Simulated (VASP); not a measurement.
Wanted: the native input for a VASP 6.6.1 run.

| Quantity | Value |
| --- | --- |
| Task | single point |
| Functional | PBE |
| Potentials or basis | VASP PAW PBE potentials, release 64 (Ta_pv, N) |
| Cutoff | 520 eV |
| k mesh | 18 × 18 × 8 |
| Occupations | gaussian, width 0.15 eV |
| Spin | no spin polarisation |
| Dipole correction | no |
| Further INCAR settings | ALGO = Normal; EDIFF = 1e-06; NBANDS = 24 |

The structure of TaN lies in POSCAR:

```
TaN
1.0
    3.0611629597      0.0000000000      0.0000000000
   -1.5305814799      2.6510448882      0.0000000000
    0.0000000000      0.0000000000      5.6934569887
Ta N
2 2
Direct
    0.3333333333      0.6666666667      0.0304880884
    0.6666666667      0.3333333333      0.5304880884
    0.3333333333      0.6666666667      0.3545119116
    0.6666666667      0.3333333333      0.8545119116
```

One way to write it, as run:

INCAR

```
SYSTEM = TaN
  ALGO = Normal
  EDIFF = 1E-6
  ENCUT = 520
  GGA = PE
  ISIF = 2
  ISMEAR = 0
  LASPH = .True.
  LCHARG = .True.
  LELF = .True.
  LREAL = .False.
  LVHAR = .True.
  LWAVE = .False.
  NBANDS = 24
  NELM = 100
  PREC = Accurate
  SIGMA = 0.15
```

KPOINTS

```
k-points
0
Gamma
  18 18 8
  0 0 0
```

Potentials or basis: VASP PAW PBE potentials, release 64 (Ta_pv, N).

The run is started by

```console
$ cat potpaw_PBE.64/Ta_pv/POTCAR potpaw_PBE.64/N/POTCAR > POTCAR
$ mpirun -np 1 vasp_std > vasp.out
```

It gave:

The pressure is 48.3 GPa and the largest force is 1.710 eV/Å. The band gap on the k mesh is zero (bands 16 and 17 overlap by 0.71 eV).

Caveat: the cell stands under pressure; spin-orbit coupling is left out, which moves the levels of the heavy elements; forces of over 1 eV/Å act on the atoms, so gaps and moduli don't describe the material at rest.

Run time: 53 s on 1 thread of Intel(R) Xeon(R) 6975P-C (Granite Rapids), with other jobs on the host, peak memory 0.29 GiB.
